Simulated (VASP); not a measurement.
**Cu: single point with LDA**

Crystal: Cu.

```
Cu
1.0
     2.53410    0.00000    0.00000
    -1.26705    2.19459    0.00000
     0.00000    0.00000    4.11257
Cu
2
Direct
  0.66667 0.33333 0.75000
  0.33333 0.66667 0.25000
```

```
Program                : VASP 6.6.1
Task                   : single point
Functional             : LDA
Potentials or basis    : VASP PAW LDA potentials, release 64 (Cu)
Cutoff                 : 520 eV
k mesh                 : 12 × 12 × 7
Occupations            : gaussian, width 0.05 eV
Spin                   : no spin polarisation
Dipole correction      : no
Further INCAR settings : ALGO = Normal; EDIFF = 1e-07; NBANDS = 18
```

* Pressure: -7.0 GPa
* Band gap on the k mesh: zero (band 11 reaches 11.78 eV, above the bottom of band 12 at 5.79 eV)

Levels at points of the mesh, in eV from the Fermi level:
```csv
k point,band 9,band 10,band 11,band 12,band 13,band 14
"(0.00, 0.00, 0.00)",-2.55,-1.74,-1.74,-0.96,4.03,21.69
"(0.50, 0.00, 0.00)",-1.59,-1.54,0.04,1.63,7.96,8.36
```

Wall time 12 s on 1 thread of AMD EPYC 9R45 96-Core Processor (Zen 5), with other jobs on the host, peak memory 0.11 GiB.
